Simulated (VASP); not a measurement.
Write the native input for VASP 6.6.1 that does the following.

* Task: single point
* Functional: PBE
* Potentials or basis: VASP PAW PBE potentials, release 64 (Hf_pv, F)
* Cutoff: 520 eV
* k mesh: 6 × 6 × 6
* Occupations: gaussian, width 0.1 eV
* Spin: no spin polarisation
* Dipole correction: no
* Further INCAR settings: ALGO = Normal; EDIFF = 1e-07; NBANDS = 42

The structure of Hf6F lies in POSCAR:

```
Hf6F
1.0
    5.6204621281      0.0000000000      0.0000000000
   -2.8102310640      4.8674629839      0.0000000000
    0.0000000000      0.0000000000      5.1801832807
Hf F
6 1
Direct
    0.3439050538      0.3439050538      0.7367732859
    0.6560949462      0.6560949462      0.2632267141
    0.3439050538      0.0000000000      0.2632267141
    0.0000000000      0.6560949462      0.7367732859
    0.0000000000      0.3439050538      0.2632267141
    0.6560949462      0.0000000000      0.7367732859
    0.0000000000      0.0000000000      0.0000000000
```

This cell differs from its parent crystal: with an interstitial atom.

One way to write it, as run:

INCAR

```
SYSTEM = Hf6F
PREC = Accurate ; ENCUT = 520
EDIFF = 1E-7 ; ISMEAR = 0
SIGMA = 0.1 ; LREAL = .FALSE.
LASPH = .TRUE. ; NELM = 100
ALGO = Normal ; ISIF = 2
LWAVE = .FALSE. ; LCHARG = .FALSE.
GGA = PE ; NBANDS = 42
```

KPOINTS

```
Automatic mesh
0
G
  6 6 6
  0 0 0
```

Potentials or basis: VASP PAW PBE potentials, release 64 (Hf_pv, F).

The run is started by

```console
$ cat potpaw_PBE.64/Hf_pv/POTCAR potpaw_PBE.64/F/POTCAR > POTCAR
$ mpirun -np 1 vasp_std > vasp.out
```

It gave:

```yaml
Pressure: -0.8 GPa
Largest_force: 0.036 eV/Å
Band_gap_on_the_k_mesh: zero (an odd number of electrons rules out a gap without spin polarisation)
```

Caveat: the cell differs from its parent crystal (with an interstitial atom); spin-orbit coupling is left out, which moves the levels of the heavy elements; an odd number of electrons without spin polarisation forces a metal; a magnetic or distorted state may lie lower.

Run time: 100 s on 1 thread of Intel(R) Xeon(R) 6975P-C (Granite Rapids), on a shared host, peak memory 0.33 GiB.
